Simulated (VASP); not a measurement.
# TiNbTe3 (P-31m) in VASP: single point with PBE

Aim: the single point of TiNbTe3 with PBE.

Program: VASP 6.6.1. These are calculated values, not measurements. Logs are shortened: lines on timing, memory, paths and dates and some standing lists are left out, and cuts for length are marked.

## (1) The cell of the first run

It takes space group P-31m (No. 162, trigonal). Conventional cell: a = 6.911 Å, b = 6.911 Å, c = 6.082 Å, α = 90.00°, β = 90.00°, γ = 120.00°. Ti (site symmetry 32) has 6 Te at 2.84 Å and 2 Nb at 3.04 Å within 3.7 Å. Nb (site symmetry 32) has 6 Te at 2.86 Å and 2 Ti at 3.04 Å within 3.8 Å. Te (site symmetry m) has 2 Ti at 2.84 Å and 2 Nb at 2.86 Å and 4 Te at 3.65 to 3.67 Å within 3.7 Å.

## (2) Single point, PBE, collinear spin, ferromagnetic start

INCAR

```
SYSTEM = TiNbTe3
PREC = Accurate
ENCUT = 500
EDIFF = 1E-6
ISMEAR = 0
SIGMA = 0.1
LREAL = .FALSE.
LASPH = .TRUE.
NELM = 200
ALGO = Normal
ISIF = 2
LWAVE = .FALSE.
LCHARG = .TRUE.
ISPIN = 2
MAGMOM = 1 1 1 1 0 0 0 0 0 0
LORBIT = 11
LMAXMIX = 4
GGA = PE
LELF = .TRUE.
LVHAR = .TRUE.
NBANDS = 58
GGA_COMPAT = .FALSE.
```

KPOINTS

```
Automatic mesh
0
G
  3 3 4
  0 0 0
```

POSCAR

```
TiNbTe3
1.0
    6.9108618005      0.0000000000      0.0000000000
   -3.4554309003      5.9849818813      0.0000000000
    0.0000000000      0.0000000000      6.0818291011
Ti Nb Te
2 2 6
Direct
    0.6666666667      0.3333333333      0.5000000000
    0.3333333333      0.6666666667      0.5000000000
    0.6666666667      0.3333333333      0.0000000000
    0.3333333333      0.6666666667      0.0000000000
    0.0000000000      0.6952432540      0.7471044493
    0.3047567460      0.0000000000      0.2528955507
    0.6952432540      0.6952432540      0.2528955507
    0.3047567460      0.3047567460      0.7471044493
    0.0000000000      0.3047567460      0.2528955507
    0.6952432540      0.0000000000      0.7471044493
```

Potentials or basis: VASP PAW PBE potentials, release 64 (Ti_sv, Nb_sv, Te).

Run with:

```
$ cat potpaw_PBE.64/Ti_sv/POTCAR potpaw_PBE.64/Nb_sv/POTCAR potpaw_PBE.64/Te/POTCAR > POTCAR
$ mpirun -np 1 vasp_std > vasp.out
```

OUTCAR:

```text
SYSTEM = TiNbTe3
   PREC = Accurate
   ENCUT = 500
   EDIFF = 1E-6
   ISMEAR = 0
   LREAL = .FALSE.
   LASPH = .TRUE.
   NELM = 200
   ISIF = 2
   ISPIN = 2
   LORBIT = 11
   GGA = PE

 ion  position               nearest neighbor table
   1  0.667  0.333  0.500-   9 2.84  10 2.84   6 2.84   5 2.84   8 2.84   7 2.84
   2  0.333  0.667  0.500-   5 2.84   6 2.84  10 2.84   9 2.84   7 2.84   8 2.84
   3  0.667  0.333  0.000-   9 2.86  10 2.86   6 2.86   5 2.86   8 2.86   7 2.86
   4  0.333  0.667  0.000-   5 2.86   6 2.86  10 2.86   9 2.86   7 2.86   8 2.86
   5  0.000  0.695  0.747-   2 2.84   1 2.84   4 2.86   3 2.86   8 3.65  10 3.65   6 3.67   7 3.67
[... 7 lines left out ...]
   9  0.000  0.305  0.253-   1 2.84   2 2.84   3 2.86   4 2.86   7 3.65   6 3.65  10 3.67   8 3.67

  10  0.695  0.000  0.747-   1 2.84   2 2.84   3 2.86   4 2.86   8 3.65   5 3.65   9 3.67   7 3.67

  LATTYP: Found a hexagonal cell.
 ALAT       =     6.9108618005
 C/A-ratio  =     0.8800391726

  Lattice vectors:

 A1 = (   6.9108618005,   0.0000000000,   0.0000000000)
 A2 = (  -3.4554309003,   5.9849818813,   0.0000000000)
 A3 = (   0.0000000000,   0.0000000000,   6.0818291011)

Analysis of symmetry for initial positions (statically):
=====================================================================
 Subroutine PRICEL returns:
 Original cell was already a primitive cell.

 Routine SETGRP: Setting up the symmetry group for a
 hexagonal supercell.

 Subroutine GETGRP returns: Found 12 space group operations
 (whereof 12 operations were pure point group operations)
 out of a pool of 24 trial point group operations.

The static configuration has the point symmetry D_3d.

Analysis of symmetry for dynamics (positions and initial velocities):
=====================================================================
 Subroutine PRICEL returns:
 Original cell was already a primitive cell.

 Routine SETGRP: Setting up the symmetry group for a
 hexagonal supercell.

 Subroutine GETGRP returns: Found 12 space group operations
 (whereof 12 operations were pure point group operations)
 out of a pool of 24 trial point group operations.

The dynamic configuration has the point symmetry D_3d.

Analysis of structural, dynamic, and magnetic symmetry:
=====================================================================
 Subroutine PRICEL returns:
 Original cell was already a primitive cell.

 Routine SETGRP: Setting up the symmetry group for a
 hexagonal supercell.

 Subroutine GETGRP returns: Found 12 space group operations
[... 153 lines left out ...]
 E-fermi :   8.2443     XC(G=0): -10.3162

 val. band max:        8.1884347965   @ k =   0.3333   0.0000   0.0000
 cond. band min:       8.2635663412   @ k =   0.3333   0.0000   0.2500
 fundamental gap:      0.0751315448
 Fermi energy:         8.2443256290

 spin component 1

 k-point     1 :       0.0000    0.0000    0.0000
  band No.  band energies     occupation
      1     -49.3481      1.00000
      2     -49.3471      1.00000
      3     -47.2771      1.00000
      4     -47.2747      1.00000
      5     -25.6887      1.00000
      6     -25.6887      1.00000
[... 569 lines left out ...]
     54      10.4502      0.00000
     55      10.4502      0.00000
 Fermi energy:         8.2443256290

 spin component 2

 k-point     1 :       0.0000    0.0000    0.0000
  band No.  band energies     occupation
      1     -49.3461      1.00000
      2     -49.3451      1.00000
      3     -47.2773      1.00000
      4     -47.2750      1.00000
      5     -25.6867      1.00000
      6     -25.6867      1.00000
[... 569 lines left out ...]
     54      10.4510      0.00000
     55      10.4511      0.00000
 [bands above 55 left out]

------------------------ aborting loop because EDIFF is reached ----------------------------------------

  FORCE on cell =-STRESS in cart. coord.  units (eV):
  Direction    XX          YY          ZZ          XY          YZ          ZX
  --------------------------------------------------------------------------------------
  -------------------------------------------------------------------------------------
  Total       -0.8790050     -0.8790050      0.5920725      0.0000000      0.0000000     -0.0000000
  in kB       -5.5985129     -5.5985129      3.7709973      0.0000000      0.0000000     -0.0000000
  external PRESSURE =      -2.4753428 kB  Pullay stress =       0.0000000 kB

 VOLUME and BASIS-vectors are now :
 -----------------------------------------------------------------------------
  energy-cutoff  :      500.00
  volume of cell :      251.55
      direct lattice vectors                 reciprocal lattice vectors
     6.910861801  0.000000000  0.000000000     0.144699754  0.083542442  0.000000000
    -3.455430900  5.984981881  0.000000000     0.000000000  0.167084883  0.000000000
     0.000000000  0.000000000  6.081829101     0.000000000  0.000000000  0.164424219

 POSITION                                       TOTAL-FORCE (eV/Angst)
 -----------------------------------------------------------------------------------
      3.45543      1.99499      3.04091         0.000000     -0.000000      0.000000
     -0.00000      3.98999      3.04091         0.000000     -0.000000      0.000000
      3.45543      1.99499      0.00000        -0.000000     -0.000000      0.000000
     -0.00000      3.98999      0.00000         0.000000     -0.000000      0.000000
     -2.40237      4.16102      4.54376         0.037540     -0.065022     -0.034248
      2.10613      0.00000      1.53807         0.075081     -0.000000      0.034248
      2.40237      4.16102      1.53807        -0.037540     -0.065022      0.034248
      1.05307      1.82396      4.54376         0.037540      0.065022     -0.034248
     -1.05307      1.82396      1.53807        -0.037540      0.065022      0.034248
      4.80473      0.00000      4.54376        -0.075081     -0.000000     -0.034248
 -----------------------------------------------------------------------------------
    total drift:                                0.000000     -0.000000     -0.000000

  FREE ENERGIE OF THE ION-ELECTRON SYSTEM (eV)
  ---------------------------------------------------
  free  energy   TOTEN  =       -59.8784154233 eV

  energy  without entropy=      -59.8335311047  energy(sigma->0) =      -59.85597326

 total charge

# of ion       s       p       d       tot
------------------------------------------
    1        2.159   6.101   1.904  10.165
    2        2.159   6.101   1.904  10.165
    3        2.144   5.986   2.450  10.580
    4        2.144   5.986   2.450  10.580
    5        1.373   2.005   0.052   3.429
    6        1.373   2.005   0.052   3.429
    7        1.373   2.005   0.052   3.429
    8        1.373   2.005   0.052   3.429
    9        1.373   2.005   0.052   3.429
   10        1.373   2.005   0.052   3.429
--------------------------------------------------
tot         16.842  36.202   9.020  62.065

 magnetization (x)

# of ion       s       p       d       tot
------------------------------------------
    1        0.000   0.000   0.002   0.002
    2        0.000   0.000   0.002   0.002
    3        0.000  -0.000  -0.000  -0.000
    4        0.000  -0.000  -0.000  -0.000
    5       -0.000  -0.000   0.000  -0.000
    6       -0.000  -0.000   0.000  -0.000
    7       -0.000  -0.000   0.000  -0.000
    8       -0.000  -0.000   0.000  -0.000
    9       -0.000  -0.000   0.000  -0.000
   10       -0.000  -0.000   0.000  -0.000
--------------------------------------------------
tot          0.000  -0.001   0.003   0.003
```

It took 11 min on 1 thread of Intel Xeon 6975P-C, shared host; peak memory 0.56 GiB.

What came out:

```yaml
Free_energy: -59.8784 eV
Pressure: -0.2 GPa
Largest_force: 0.083 eV/Å
Band_gap_on_the_k_mesh: zero (filled and empty bands overlap)
Net_moment: 0.00 μB per cell
Valence_electrons_inside_the_program's_atomic_spheres: Ti 10.16; Nb 10.58; Te 3.43
```

Forces in eV/Å, atoms in the order of the input:
```
Ti   0.000  0.000  0.000
Ti   0.000  0.000  0.000
Nb   0.000  0.000  0.000
Nb   0.000  0.000  0.000
Te   0.038 -0.065 -0.034
Te   0.075  0.000  0.034
Te  -0.038 -0.065  0.034
Te   0.038  0.065 -0.034
Te  -0.038  0.065  0.034
Te  -0.075  0.000 -0.034
```

Levels at points of the mesh, in eV from the Fermi level:
Spin up:
| k point | band 41 | band 42 | band 43 | band 44 | band 45 | band 46 |
| --- | --- | --- | --- | --- | --- | --- |
| (0.00, 0.00, 0.00) | -0.22 | -0.11 | -0.11 | 0.22 | 0.22 | 0.46 |
| (0.00, 0.00, 0.50) | -0.18 | -0.18 | 0.04 | 0.05 | 0.05 | 0.26 |
Spin down:
| k point | band 39 | band 40 | band 41 | band 42 | band 43 | band 44 | band 45 | band 46 | band 47 | band 48 |
| --- | --- | --- | --- | --- | --- | --- | --- | --- | --- | --- |
| (0.00, 0.00, 0.00) | -0.79 | -0.22 | -0.22 | -0.11 | -0.11 | 0.22 | 0.22 | 0.46 | 0.46 | 0.48 |
| (0.00, 0.00, 0.50) | -1.60 | -1.60 | -0.18 | -0.18 | 0.04 | 0.06 | 0.06 | 0.26 | 0.34 | 0.41 |

Caveat: spin-orbit coupling is left out, which moves the levels of the heavy elements.
